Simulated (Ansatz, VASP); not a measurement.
## CsRh3: VASP beside Ansatz

Contents of INCAR:

```
SYSTEM = CsRh3
PREC = Accurate
ENCUT = 600
EDIFF = 1E-6
ISMEAR = 0
SIGMA = 0.1
LREAL = .FALSE.
LASPH = .TRUE.
NELM = 80
ALGO = Fast
ISIF = 3
LWAVE = .FALSE.
LCHARG = .FALSE.
GGA = PE
IBRION = 2
NSW = 100
EDIFFG = -0.01
```

The input KPOINTS:

```
regular mesh
0
G
  12 12 12
  0 0 0
```

POSCAR

```
CsRh3
1.0
    4.1740419939      0.0000000000      0.0000000000
    0.0000000000      4.1740419939      0.0000000000
    0.0000000000      0.0000000000      4.1740419939
Cs Rh
1 3
Direct
    0.0000000000      0.0000000000      0.0000000000
    0.0000000000      0.5000000000      0.5000000000
    0.5000000000      0.0000000000      0.5000000000
    0.5000000000      0.5000000000      0.0000000000
```

Input for Ansatz:

```yaml
crystal:
  lattice:
    - [4.1740419939, 0.0, 0.0]
    - [0.0, 4.1740419939, 0.0]
    - [0.0, 0.0, 4.1740419939]
  atoms:
    - { symbol: Cs, position: [0.0, 0.0, 0.0] }
    - { symbol: Rh, position: [0.0, 0.5, 0.5] }
    - { symbol: Rh, position: [0.5, 0.0, 0.5] }
    - { symbol: Rh, position: [0.5, 0.5, 0.0] }
basis:
  ecutwfc: 420
kpoints:
  mp_grid: { grid: [12, 12, 12] }
hamiltonian:
  xc: pbe
scf:
  occupations: { method: gaussian, width: 0.1 }
output:
  forces: true
  stress: true
  eigenvalues: true
relax:
  adjacent_minimum: "off"
  f_tol: 0.01
  max_steps: 80
  cell: { stress_tol: 0.05 }
```

Alike in both runs: task relaxation of cell and atoms; functional PBE; k mesh 12 × 12 × 12; occupations gaussian, width 0.1 eV; no spin polarisation.

```csv
,VASP,Ansatz
version,VASP 6.6.1,Ansatz 0.2.0
potentials or method,"VASP PAW PBE potentials, release 64 (Cs_sv, Rh_pv), cutoff 600 eV","scalar-relativistic, plane waves, PAW"
valence electrons in the cell,54,60
```

|  | VASP | Ansatz | Ansatz less VASP |
| --- | --- | --- | --- |
| gap on the k mesh at the Fermi level, each at its own relaxed structure (eV) | none | none | - |
| relaxed volume (Å³/atom) | 18.45 | 18.14 | -0.315 |
| relaxed cell length with the largest relative difference (Å) | 4.195 | 4.171 | -0.0240 |

A gap of «none» marks a metal or a gap that the smearing closes. VASP's potentials hold 54 valence electrons a cell and Ansatz's 60, so a difference there can come from the potentials and not from the codes.

Neither program's run includes spin-orbit coupling.
